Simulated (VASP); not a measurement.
A run of VASP 6.6.1 is set up as follows.

File INCAR:

```
ALGO = Fast ; EDIFF = 1E-6
ENCUT = 520 ; GGA = PS
ISIF = 2 ; ISMEAR = 0
LASPH = True ; LCHARG = True
LELF = True ; LREAL = False
LVHAR = True ; LWAVE = False
NBANDS = 19 ; NELM = 60
PREC = Accurate ; SIGMA = 0.15
```

The input KPOINTS:

```
k-points
0
Gamma
  18 18 10
```

The input POSCAR:

```
Ti
1.0
    2.9499978604     -0.0884999358      0.0000000000
   -1.5516421228      2.5990230561      0.0000000000
    0.0000000000      0.0000000000      4.6860000000
Ti
2
Direct
    0.3333333333      0.6666666667      0.2500000000
    0.6666666667      0.3333333333      0.7500000000
```

Potentials or basis: VASP PAW PBE potentials, release 64 (Ti_sv).

Command:

```bash
$ cat potpaw_PBE.64/Ti_sv/POTCAR > POTCAR
$ mpirun -np 1 vasp_std > vasp.out
```

Task: Predict the largest force.

Result: 0.150 eV/Å.

Task: Predict the band gap on the k mesh.

Result: Zero (bands 12 and 13 overlap by 1.06 eV).

Task: Estimate the pressure.

Result: -6.2 GPa.

Forces in eV/Å, atoms in the order of the input:
```
Ti   0.149  0.013  0.000
Ti  -0.149 -0.013  0.000
```

Caveat: the cell differs from its parent crystal (strain -0.0600 x Voigt [0, 0, 0, 0, 0, 1]); the cell stands under tension; the PAW data sets were made with another functional, which shifts forces and pressure a little.
